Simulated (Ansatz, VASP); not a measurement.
# One calculation of NaH, two programs

File INCAR:

```
SYSTEM = NaH
PREC = Accurate
ENCUT = 520
EDIFF = 1E-6
ISMEAR = 0
SIGMA = 0.02
LREAL = .FALSE.
LASPH = .TRUE.
NELM = 80
ALGO = Normal
ISIF = 2
LWAVE = .FALSE.
LCHARG = .FALSE.
GGA = PE
NBANDS = 11
```

Contents of KPOINTS:

```
regular mesh
0
G
  8 8 8
  0 0 0
```

File POSCAR:

```
NaH
1.0
    0.0000000000      2.3152527146      2.3152527146
    2.3152527146      0.0000000000      2.3152527146
    2.3152527146      2.3152527146      0.0000000000
Na H
1 1
Direct
    0.0000000000      0.0000000000      0.0000000000
    0.5000000000      0.5000000000      0.5000000000
```

Input for Ansatz:

```yaml
crystal:
  lattice:
    - [0.0, 2.3152527146, 2.3152527146]
    - [2.3152527146, 0.0, 2.3152527146]
    - [2.3152527146, 2.3152527146, 0.0]
  atoms:
    - { symbol: Na, position: [0.0, 0.0, 0.0] }
    - { symbol: H, position: [0.5, 0.5, 0.5] }
basis:
  ecutwfc: 420
kpoints:
  mp_grid: { grid: [8, 8, 8] }
hamiltonian:
  xc: pbe
scf:
  occupations: { method: gaussian, width: 0.02 }
output:
  forces: true
  stress: true
  eigenvalues: true
```

Alike in both runs: task single point; functional PBE; k mesh 8 × 8 × 8; occupations gaussian, width 0.02 eV; no spin polarisation.

|  | VASP | Ansatz |
| --- | --- | --- |
| version | VASP 6.6.1 | Ansatz 0.2.0 |
| potentials or method | VASP PAW PBE potentials, release 64 (Na_pv, H), cutoff 520 eV | scalar-relativistic, plane waves, PAW |
| valence electrons in the cell | 8 | 10 |

|  | VASP | Ansatz | Ansatz less VASP |
| --- | --- | --- | --- |
| gap on the k mesh at the Fermi level (eV) | 3.98 | 3.98 | +0.003 |
| least direct gap on the mesh (eV) | 4.89 | 4.90 | +0.006 |
| pressure (GPa) | 3.8 | 3.8 | +0.01 |

The functional is the same, so the differences come from potentials, cutoffs and numerics. VASP's potentials hold 8 valence electrons a cell and Ansatz's 10, so a difference there can come from the potentials and not from the codes.
